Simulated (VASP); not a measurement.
Wanted: the native input for a VASP 6.6.1 run.

```
Task                   : relaxation of cell and atoms
Functional             : PBE
Potentials or basis    : VASP PAW PBE potentials, release 64 (Cd_sv_GW, H)
Cutoff                 : 540 eV
k mesh                 : 8 × 8 × 4
Occupations            : gaussian, width 0.02 eV
Spin                   : no spin polarisation
Dipole correction      : no
Further INCAR settings : ALGO = Normal; EDIFF = 1e-07; IBRION = 2; EDIFFG = -0.01; NSW = 100; ISIF = 3
```

The structure of CdH6 lies in POSCAR:

```
CdH6
1.0
    3.8489990187      0.0000000000      0.0000000000
    0.0000000000      3.8489990187      0.0000000000
    0.0000000000      0.0000000000      7.1692335934
Cd H
1 6
Direct
    0.5000000000      0.5000000000      0.5000000000
    0.9028898111      0.5000000000      0.0000000000
    0.0971101889      0.5000000000      0.0000000000
    0.5000000000      0.9028898111      0.0000000000
    0.5000000000      0.0971101889      0.0000000000
    0.0000000000      0.5000000000      0.5000000000
    0.5000000000      0.0000000000      0.5000000000
```

The cell was built from a structure type or drawn by symmetry, and may not be a known phase.

These files were run (other wordings do the same):

INCAR

```
SYSTEM = CdH6
  PREC = Accurate
  ENCUT = 540
  EDIFF = 1E-7
  ISMEAR = 0
  SIGMA = 0.02
  LREAL = .False.
  LASPH = .True.
  NELM = 120
  ALGO = Normal
  ISIF = 3
  LWAVE = .False.
  LCHARG = .False.
  GGA = PE
  IBRION = 2
  NSW = 100
  EDIFFG = -0.01
  GGA_COMPAT = .False.
  NELMIN = 4
```

KPOINTS

```
Automatic mesh
0
Gamma
  8 8 4
  0 0 0
```

Potentials or basis: VASP PAW PBE potentials, release 64 (Cd_sv_GW, H).

Command:

```console
$ cat potpaw_PBE.64/Cd_sv_GW/POTCAR potpaw_PBE.64/H/POTCAR > POTCAR
$ mpirun -np 1 vasp_std > vasp.out
```

It gave:

```
Relaxed volume                        : 13.92 Å³/atom
Relaxed cell                          : a = 3.830 Å, b = 3.830 Å, c = 6.645 Å, α = 90.00°, β = 90.00°, γ = 90.00°
Space group after relaxing (to 0.1 Å) : P4/mmm (No. 123)
Energy gained by relaxing             : 1.8 meV/atom
Ionic steps                           : 16
Pressure after relaxing               : 0.0 GPa
Band gap on the k mesh                : zero (bands 13 and 14 overlap by 2.26 eV)
```

It took 24 min on 1 thread of Intel(R) Xeon(R) Platinum 8259CL CPU @ 2.50GHz (Skylake/Cascade Lake) (shared host), peak memory 0.29 GiB.
